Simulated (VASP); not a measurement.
Runs of VASP 6.6.1 on CuI (zincblende type). The structure is that of space group F-43m (No. 216), or close to it. The cells are those of the table. 

| task | cell | gap on the mesh (eV) | pressure (GPa) |
| --- | --- | --- | --- |
| single point | a = 4.270 Å, angles 60.0°, 2 atoms | 1.18 | 0.8 |
| electric field gradients | a = 4.327 Å, angles 60.0°, 2 atoms | 1.07 | -0.7 |
| electric field gradients | a = 4.212 Å, angles 60.0°, 2 atoms | (b) | (c) |
| electric field gradients | a = 4.299 Å, angles 60.0°, 2 atoms | 1.12 | 0.0 |
| single point | a = 4.383 Å, angles 60.0°, 2 atoms | 0.98 | (a) |
| electric field gradients | a = 4.383 Å, angles 60.0°, 2 atoms | 0.98 | -1.9 |
| electric field gradients | a = 4.270 Å, angles 60.0°, 2 atoms | 1.18 | 0.9 |

Alike in all rows: level PBE; potentials or basis VASP PAW PBE potentials, release 64 (Cu, I); no spin polarisation; k mesh 12 × 12 × 12; cutoff (eV) 520; smearing fermi-dirac 0.05 eV.

Q: Fill in the values left out.

A: (a) -2.0; (b) 1.29; (c) 2.9.

Caveats: spin-orbit coupling is left out, which moves the levels of the heavy elements.

A k mesh can miss the band edges, and the runs leave out spin-orbit coupling on I.
